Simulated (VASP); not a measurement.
Here is a VASP 6.6.1 calculation.

File INCAR:

```
SYSTEM = Si2Sb5Se
PREC     = Accurate       ! precision mode
ENCUT    = 520            ! plane-wave cutoff, eV
EDIFF    = 1E-7           ! SCF threshold, eV
ISMEAR   = 0              ! smearing method
SIGMA    = 0.2            ! smearing width, eV
LREAL    = .FALSE.        ! projectors in reciprocal space
LASPH    = .TRUE.         ! aspherical terms in the spheres
NELM     = 80             ! most SCF steps
ALGO     = Normal         ! electronic algorithm
ISIF     = 2              ! what is computed and relaxed
LWAVE    = .FALSE.        ! write WAVECAR
LCHARG   = .FALSE.        ! write CHGCAR
GGA      = PE             ! functional
NBANDS   = 30             ! bands
```

File KPOINTS:

```
regular mesh
0
G
  5 5 1
  0 0 0
```

The input POSCAR:

```
Si2Sb5Se
1.0
    4.1579655665      0.0000000000      0.0000000000
   -2.0789827833      3.6009038087      0.0000000000
    0.0000000000      0.0000000000     16.6365481335
Si Sb Se
2 5 1
Direct
    0.3333333333      0.6666666667      0.0892531325
    0.3333333333      0.6666666667      0.2323184349
    0.0000000000      0.0000000000      0.0191653459
    0.0000000000      0.0000000000      0.7285975100
    0.3333333333      0.6666666667      0.8246500833
    0.3333333333      0.6666666667      0.4841253350
    0.6666666667      0.3333333333      0.5801114454
    0.0000000000      0.0000000000      0.2767787129
```

Potentials or basis: VASP PAW PBE potentials, release 64 (Si, Sb, Se).

Command:

```bash
$ cat potpaw_PBE.64/Si/POTCAR potpaw_PBE.64/Sb/POTCAR potpaw_PBE.64/Se/POTCAR > POTCAR
$ mpirun -np 1 vasp_std > vasp.out
```

(1) Predict the largest force.

(2) Estimate the band gap on the k mesh.

(3) What does it give for the pressure?

## Answers

(1) 0.138 eV/Å.

(2) zero (an odd number of electrons rules out a gap without spin polarisation).

(3) 0.2 GPa.

Caveat: the k points lie up to 0.38 Å⁻¹ apart, too coarse for converged energies and pressures of a metal; spin-orbit coupling is left out, which moves the levels of the heavy elements; this functional lacks dispersion, which binds layers or chains, so the pressure and a relaxed spacing across them are unreliable; an odd number of electrons without spin polarisation forces a metal; a magnetic or distorted state may lie lower.
